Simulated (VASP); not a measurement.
# Lu (Fm-3m) in VASP: a series of runs

The runs below take Lu through single point, with LDA.

Everything below comes from runs of VASP 6.6.1. Logs are shortened: lines on timing, memory, paths and dates and some standing lists are left out, and cuts for length are marked.

**1. The cell of the first run**

The structure is cubic, space group Fm-3m (No. 225). Conventional cell: a = 4.617 Å, b = 4.617 Å, c = 4.617 Å, α = 90.00°, β = 90.00°, γ = 90.00°. Lu (site symmetry m-3m) has 12 Lu at 3.26 Å within 4.3 Å.

**2. Single point, LDA (volume scaled by 0.96)**

INCAR reads:

```
SYSTEM = Lu
ALGO     = Normal         ! electronic algorithm
EDIFF    = 1E-6           ! SCF threshold, eV
ENCUT    = 520            ! plane-wave cutoff, eV
GGA      = CA             ! functional
ISIF     = 2              ! what is computed and relaxed
ISMEAR   = -1             ! smearing method
LASPH    = .True.         ! aspherical terms in the spheres
LCHARG   = .False.        ! write CHGCAR
LREAL    = .False.        ! projectors in reciprocal space
LWAVE    = .False.        ! write WAVECAR
NBANDS   = 18             ! bands
NELM     = 60             ! most SCF steps
PREC     = Accurate       ! precision mode
SIGMA    = 0.1            ! smearing width, eV
```

KPOINTS reads:

```
k-points
0
Gamma
  13 13 13
  0 0 0
```

POSCAR reads:

```
Lu
1.0
    0.0000000000      2.3082591969      2.3082591969
    2.3082591969      0.0000000000      2.3082591969
    2.3082591969      2.3082591969      0.0000000000
Lu
1
Direct
    0.0000000000      0.0000000000      0.0000000000
```

Potentials or basis: VASP PAW PBE potentials, release 64 (Lu).

Launch:

```console
$ cat potpaw_PBE.64/Lu/POTCAR > POTCAR
$ mpirun -np 1 vasp_std > vasp.out
```

OUTCAR:

```text
SYSTEM = Lu
   EDIFF = 1E-6
   ENCUT = 520
   GGA = CA
   ISIF = 2
   ISMEAR = -1
   LASPH = .True.
   LREAL = .False.
   NELM = 60
   PREC = Accurate

 ion  position               nearest neighbor table
   1  0.000  0.000  0.000-

  LATTYP: Found a face centered cubic cell.
 ALAT       =     4.6165183938

  Lattice vectors:

 A1 = (   0.0000000000,   2.3082591969,   2.3082591969)
 A2 = (   2.3082591969,   0.0000000000,   2.3082591969)
 A3 = (   2.3082591969,   2.3082591969,   0.0000000000)

Analysis of symmetry for initial positions (statically):
=====================================================================
 Subroutine PRICEL returns:
 Original cell was already a primitive cell.

 Routine SETGRP: Setting up the symmetry group for a
 face centered cubic supercell.

 Subroutine GETGRP returns: Found 48 space group operations
 (whereof 48 operations were pure point group operations)
 out of a pool of 48 trial point group operations.

The static configuration has the point symmetry O_h .

Analysis of symmetry for dynamics (positions and initial velocities):
=====================================================================
 Subroutine PRICEL returns:
 Original cell was already a primitive cell.

 Routine SETGRP: Setting up the symmetry group for a
 face centered cubic supercell.

 Subroutine GETGRP returns: Found 48 space group operations
 (whereof 48 operations were pure point group operations)
 out of a pool of 48 trial point group operations.

The dynamic configuration has the point symmetry O_h .

 Subroutine INISYM returns: Found 48 space group operations
 (whereof 48 operations are pure point group operations),
 and found     1 'primitive' translations

----------------------------------------------------------------------------------------

                                     Primitive cell

  volume of cell :      24.5971

  direct lattice vectors                    reciprocal lattice vectors
     0.000000000  2.308259197  2.308259197    -0.216613455  0.216613455  0.216613455
     2.308259197  0.000000000  2.308259197     0.216613455 -0.216613455  0.216613455
     2.308259197  2.308259197  0.000000000     0.216613455  0.216613455 -0.216613455

  length of vectors
     3.264371462  3.264371462  3.264371462     0.375185510  0.375185510  0.375185510

  position of ions in fractional coordinates (direct lattice)
     0.000000000  0.000000000  0.000000000

[... 64 lines left out ...]
   NGXF,Y,Z  is equivalent  to a cutoff of  24.45, 24.45, 24.45 a.u.
 SYSTEM =  Lu
   PREC   = accura    normal or accurate (medium, high low for compatibility)
   ISTART =      0    job   : 0-new  1-cont  2-samecut
   ICHARG =      2    charge: 1-file 2-atom 10-const
   ISPIN  =      1    spin polarized calculation?
   LNONCOLLINEAR =      F non collinear calculations
   LSORBIT =      F    spin-orbit coupling
   LASPH  =      T    aspherical Exc in radial PAW
   ENCUT  =  520.0 eV  38.22 Ry    6.18 a.u.   6.07  6.07  6.07*2*pi/ulx,y,z
   NELM   =     60;   NELMIN=  2; NELMDL= -5     # of ELM steps
   EDIFF  = 0.1E-05   stopping-criterion for ELM
   LREAL  =      F    real-space projection
   EDIFFG = 0.1E-04   stopping-criterion for IOM
   NSW    =      0    number of steps for IOM
   IBRION =     -1    ionic relax: 0-MD 1-quasi-New 2-CG
   NFREE  =      0    steps in history (QN), initial steepest desc. (CG)
   ISIF   =      2    stress and relaxation
   ISYM   =      2    0-nonsym 1-usesym 2-fastsym
   POTIM  = 0.5000    time-step for ionic-motion
   TEBEG  =    0.0;   TEEND  =   0.0 temperature during run
   PSTRESS=    0.0 pullay stress
   NELECT =      25.0000    total number of electrons
   NUPDOWN=      -1.0000    fix difference up-down
   EMIN   =  10.00;   EMAX   =-10.00  energy-range for DOS
   EFERMI =   0.00;   METHOD = LEGACY
   ISMEAR =    -1;   SIGMA  =   0.10  broadening in eV -4-tet -1-fermi 0-gaus
   EFERMI_NEDOS =   21; number of points for ismear=-14 and -15
   IALGO  =     38    algorithm
   IMIX   =      4    mixing-type and parameters
     AMIX     =   0.40;   BMIX     =  1.00
     AMIX_MAG =   1.60;   BMIX_MAG =  1.00
  volume/ion in A,a.u.               =      24.60       165.99
  Fermi-wavevector in a.u.,A,eV,Ry     =   1.645989  3.110468 36.861989  2.709280
  Thomas-Fermi vector in A             =   2.735693
   LORBIT       =      0    0 simple, 1 ext, 2 COOP (PROOUT), +10 PAW based schemes
   GGA     = CA    functional components
   LHFCALC =     F    Hartree Fock is set to
   AEXX    =    0.0000 exact exchange contribution
   IVDW    =     0    specifies the selected vdW correction
   LEPSILON=     F    determine dielectric tensor
   LRPA    =     F    only Hartree local field effects (RPA)
 non-spin polarized calculation
  energy-cutoff  :      520.00
  volume of cell :       24.60
 maximum number of plane-waves:       674
   NGX = 13   NGY = 13   NGZ = 13

 number of electron      25.0000003 magnetization

 Free energy of the ion-electron system (eV)
  ---------------------------------------------------
  ext. energy  EPLUGINS =         0.00000000
  ---------------------------------------------------
  free energy    TOTEN  =        -5.18246851 eV

  energy without entropy =       -5.14613841  energy(sigma->0) =       -5.16430346

 E-fermi :   2.6547     XC(G=0): -11.8430

 val. band max:        2.6484623791   @ k =   0.3077   0.2308   0.0000
 cond. band min:       2.6639151668   @ k =   0.4615   0.2308   0.0769
 fundamental gap:      0.0154527877
 Fermi energy:         2.6546590059

 k-point     1 :       0.0000    0.0000    0.0000
  band No.  band energies     occupation
      1     -52.9550      2.00000
      2     -23.4187      2.00000
      3     -23.4187      2.00000
      4     -23.4187      2.00000
      5      -3.7877      2.00000
      6      -2.2219      2.00000
[... 481 lines left out ...]
      5      -2.1797      2.00000
      6      -2.1435      2.00000
[... 10 lines left out ...]
     17      10.0856      0.00000
     18      12.5089      0.00000

 [... further k-points ...]
[... 5 lines left out ...]
  --------------------------------------------------------------------------------------
  -------------------------------------------------------------------------------------
  Total        0.3842184      0.3842184      0.3842184     -0.0000000      0.0000000      0.0000000
  in kB       25.0267855     25.0267855     25.0267855     -0.0000000      0.0000000      0.0000000
  external PRESSURE =      25.0267855 kB  Pullay stress =       0.0000000 kB

 VOLUME and BASIS-vectors are now :
 -----------------------------------------------------------------------------
  energy-cutoff  :      520.00
  volume of cell :       24.60
      direct lattice vectors                 reciprocal lattice vectors
     0.000000000  2.308259197  2.308259197    -0.216613455  0.216613455  0.216613455
     2.308259197  0.000000000  2.308259197     0.216613455 -0.216613455  0.216613455
     2.308259197  2.308259197  0.000000000     0.216613455  0.216613455 -0.216613455

 POSITION                                       TOTAL-FORCE (eV/Angst)
 -----------------------------------------------------------------------------------
      0.00000      0.00000      0.00000        -0.000000      0.000000     -0.000000
 -----------------------------------------------------------------------------------
    total drift:                               -0.000000     -0.000000     -0.000000

  FREE ENERGIE OF THE ION-ELECTRON SYSTEM (eV)
  ---------------------------------------------------
  free  energy   TOTEN  =        -5.1824685077 eV

  energy  without entropy=       -5.1461384065  energy(sigma->0) =       -5.16430346
```

OSZICAR:

```text
N       E                     dE             d eps       ncg     rms          rms(c)
DAV:   1     0.781056246842E+02    0.78106E+02   -0.10182E+04  3810   0.468E+03
DAV:   2     0.483402551510E+00   -0.77622E+02   -0.75832E+02  3136   0.362E+02
DAV:   3    -0.514694121443E+01   -0.56303E+01   -0.55851E+01  3394   0.730E+01
DAV:   4    -0.534816818906E+01   -0.20123E+00   -0.20012E+00  4136   0.114E+01
DAV:   5    -0.535356008389E+01   -0.53919E-02   -0.53888E-02  3556   0.157E+00    0.373E+00
DAV:   6    -0.519863036607E+01    0.15493E+00   -0.62713E-01  5010   0.168E+01    0.134E+00
DAV:   7    -0.518463981273E+01    0.13991E-01   -0.30675E-02  4048   0.178E+00    0.448E-01
DAV:   8    -0.518230004581E+01    0.23398E-02   -0.84858E-03  4796   0.649E-01    0.970E-02
DAV:   9    -0.518247245679E+01   -0.17241E-03   -0.82254E-04  3242   0.308E-01    0.130E-01
DAV:  10    -0.518246820166E+01    0.42551E-05   -0.21692E-04  3402   0.116E-01    0.489E-03
DAV:  11    -0.518246850771E+01   -0.30605E-06   -0.53715E-06  3660   0.132E-02
   1 F= -.51824685E+01 E0= -.51643035E+01  d E =-.363301E-01
```

stdout:

```text
POSCAR found type information on POSCAR Lu
 POSCAR found :  1 types and       1 ions
 scaLAPACK will be used
 -----------------------------------------------------------------------------
|                                                                             |
|                                                                             |
|     You enforced a specific xc type in the INCAR file but a different       |
|     I HOPE YOU KNOW WHAT YOU ARE DOING!                                     |
|                                                                             |
 -----------------------------------------------------------------------------

 LDA part: xc-table for (Slater(with rela. corr.)+CA(PZ))
 , standard interpolation
 POSCAR, INCAR and KPOINTS ok, starting setup
 FFT: planning ... GRIDC
 FFT: planning ... GRID_SOFT
 FFT: planning ... GRID
 WAVECAR not read
 entering main loop
```

It took 15 s on 1 thread of AMD EPYC 9R45 (Zen 5), shared host; peak memory 0.13 GiB.

What came out:

```
Free energy : -5.1825 eV
Pressure    : 2.5 GPa
```

Levels at points of the mesh, in eV from the Fermi level:
```tsv
k point	band 10	band 11	band 12	band 13	band 14	band 15
(0.00, 0.00, 0.00)	-4.68	-4.68	-4.68	2.30	2.30	2.30
```

Caveat: the cell differs from its parent crystal (volume scaled by 0.96); the PAW data sets were made with another functional, which shifts forces and pressure a little; spin-orbit coupling is left out, which moves the levels of the heavy elements.

**3. Single point, LDA**

This run uses another cell than the first one, of 25.62 Å³/atom, 1.042 times its volume.

INCAR reads:

```
PREC = Accurate
ENCUT = 520
EDIFF = 1E-6
ISMEAR = -1
SIGMA = 0.1
LREAL = F
LASPH = T
NELM = 80
ALGO = Normal
ISIF = 2
LWAVE = F
LCHARG = F
GGA = CA
NBANDS = 18
```

KPOINTS reads:

```
regular mesh
0
Gamma
  13 13 13
```

POSCAR reads:

```
Lu
1.0
    0.0000000000      2.3398831156      2.3398831156
    2.3398831156      0.0000000000      2.3398831156
    2.3398831156      2.3398831156      0.0000000000
Lu
1
Direct
    0.0000000000      0.0000000000      0.0000000000
```

Potentials or basis: VASP PAW PBE potentials, release 64 (Lu).

Launch:

```console
$ cat potpaw_PBE.64/Lu/POTCAR > POTCAR
$ mpirun -np 1 vasp_std > vasp.out
```

Run time: 23 s. Hardware: 1 thread of AMD EPYC 9R45 (Zen 5), shared host; peak memory 0.15 GiB.

Results (log left out):

```yaml
Free_energy: -5.1920 eV
Pressure: 0.2 GPa
```

Levels at points of the mesh, in eV from the Fermi level:
```csv
k point,band 9,band 10,band 11,band 12,band 13,band 14,band 15,band 16
"(0.00, 0.00, 0.00)",-4.85,-4.74,-4.74,-4.74,2.26,2.26,2.26,4.98
```

Caveat: the PAW data sets were made with another functional, which shifts forces and pressure a little; spin-orbit coupling is left out, which moves the levels of the heavy elements.

**4. Single point, LDA (volume scaled by 1.04)**

INCAR reads:

```
ALGO = Normal
EDIFF = 1E-7
ENCUT = 520
GGA = CA
ISIF = 2
ISMEAR = -1
LASPH = T
LCHARG = F
LREAL = F
LWAVE = F
NBANDS = 18
NELM = 100
PREC = Accurate
SIGMA = 0.1
```

KPOINTS reads:

```
k-points
0
Gamma
  13 13 13
```

POSCAR reads:

```
Lu
1.0
    0.0000000000      2.3706745824      2.3706745824
    2.3706745824      0.0000000000      2.3706745824
    2.3706745824      2.3706745824      0.0000000000
Lu
1
Direct
    0.0000000000      0.0000000000      0.0000000000
```

Launch:

```console
$ cat potpaw_PBE.64/Lu/POTCAR > POTCAR
$ mpirun -np 1 vasp_std > vasp.out
```

Wall time 25 s (1 thread of AMD EPYC 9R45 (Zen 5), shared host); peak memory 0.15 GiB.

The run converged. Its results:

```
Free energy : -5.1877 eV
Pressure    : -1.7 GPa
```

Levels at points of the mesh, in eV from the Fermi level:
```tsv
k point	band 10	band 11	band 12	band 13	band 14	band 15
(0.00, 0.00, 0.00)	-4.81	-4.81	-4.81	2.22	2.22	2.22
```

Caveat: the cell differs from its parent crystal (volume scaled by 1.04); the PAW data sets were made with another functional, which shifts forces and pressure a little; spin-orbit coupling is left out, which moves the levels of the heavy elements.

**5. Single point, LDA (volume scaled by 1.08)**

INCAR reads:

```
SYSTEM = Lu
PREC     = Accurate       ! precision mode
ENCUT    = 520            ! plane-wave cutoff, eV
EDIFF    = 1E-6           ! SCF threshold, eV
ISMEAR   = -1             ! smearing method
SIGMA    = 0.1            ! smearing width, eV
LREAL    = .False.        ! projectors in reciprocal space
LASPH    = .True.         ! aspherical terms in the spheres
NELM     = 100            ! most SCF steps
ALGO     = Normal         ! electronic algorithm
ISIF     = 2              ! what is computed and relaxed
LWAVE    = .False.        ! write WAVECAR
LCHARG   = .False.        ! write CHGCAR
GGA      = CA             ! functional
NBANDS   = 18             ! bands
```

KPOINTS reads:

```
Automatic mesh
0
Gamma
  13 13 13
  0 0 0
```

POSCAR reads:

```
Lu
1.0
    0.0000000000      2.4006863074      2.4006863074
    2.4006863074      0.0000000000      2.4006863074
    2.4006863074      2.4006863074      0.0000000000
Lu
1
Direct
    0.0000000000      0.0000000000      0.0000000000
```

Launch:

```console
$ cat potpaw_PBE.64/Lu/POTCAR > POTCAR
$ mpirun -np 1 vasp_std > vasp.out
```

It took 23 s on 1 thread of AMD EPYC 9R45 (Zen 5), shared host; peak memory 0.15 GiB.

It converged, with:

```
Free energy : -5.1720 eV
Pressure    : -3.3 GPa
```

Levels at points of the mesh, in eV from the Fermi level:
| k point | band 10 | band 11 | band 12 | band 13 | band 14 | band 15 |
| --- | --- | --- | --- | --- | --- | --- |
| (0.00, 0.00, 0.00) | -4.88 | -4.88 | -4.88 | 2.18 | 2.18 | 2.18 |

Caveat: the cell differs from its parent crystal (volume scaled by 1.08); the PAW data sets were made with another functional, which shifts forces and pressure a little; spin-orbit coupling is left out, which moves the levels of the heavy elements.

**6. Single point, LDA (volume scaled by 1.12)**

INCAR reads:

```
  PREC = Accurate
  ENCUT = 520
  EDIFF = 1E-6
  ISMEAR = -1
  SIGMA = 0.1
  LREAL = False
  LASPH = True
  NELM = 60
  ALGO = Normal
  ISIF = 2
  LWAVE = False
  LCHARG = False
  GGA = CA
  NBANDS = 18
```

KPOINTS reads:

```
regular mesh
0
Gamma
  13 13 13
```

POSCAR reads:

```
Lu
1.0
    0.0000000000      2.4299658553      2.4299658553
    2.4299658553      0.0000000000      2.4299658553
    2.4299658553      2.4299658553      0.0000000000
Lu
1
Direct
    0.0000000000      0.0000000000      0.0000000000
```

Potentials or basis: VASP PAW PBE potentials, release 64 (Lu).

Launch:

```console
$ cat potpaw_PBE.64/Lu/POTCAR > POTCAR
$ mpirun -np 1 vasp_std > vasp.out
```

Wall time 23 s (1 thread of AMD EPYC 9R45 (Zen 5), shared host); peak memory 0.15 GiB.

Results (log left out):

| Item | Value |
| --- | --- |
| Free energy | -5.1468 eV |
| Pressure | -4.7 GPa |

Levels at points of the mesh, in eV from the Fermi level:
| k point | band 9 | band 10 | band 11 | band 12 | band 13 | band 14 | band 15 | band 16 |
| --- | --- | --- | --- | --- | --- | --- | --- | --- |
| (0.00, 0.00, 0.00) | -5.03 | -4.95 | -4.95 | -4.95 | 2.14 | 2.14 | 2.14 | 4.52 |

Caveat: the cell differs from its parent crystal (volume scaled by 1.12); the PAW data sets were made with another functional, which shifts forces and pressure a little; spin-orbit coupling is left out, which moves the levels of the heavy elements.

**7. The runs side by side**

```tsv
cell	gap on the mesh (eV)	pressure (GPa)
a = 3.264 Å, angles 60.0°, 1 atom	none	2.5
a = 3.309 Å, angles 60.0°, 1 atom	none	0.2
a = 3.353 Å, angles 60.0°, 1 atom	none	-1.7
a = 3.395 Å, angles 60.0°, 1 atom	none	-3.3
a = 3.436 Å, angles 60.0°, 1 atom	none	-4.7
```

Alike in all rows: task single point; level LDA; potentials or basis VASP PAW PBE potentials, release 64 (Lu); no spin polarisation; k mesh 13 × 13 × 13; cutoff (eV) 520; smearing fermi-dirac 0.1 eV.

Caveats: the PAW data sets were made with another functional, which shifts forces and pressure a little; spin-orbit coupling is left out, which moves the levels of the heavy elements.

Absolute energies hang on the potentials; compare differences alone.
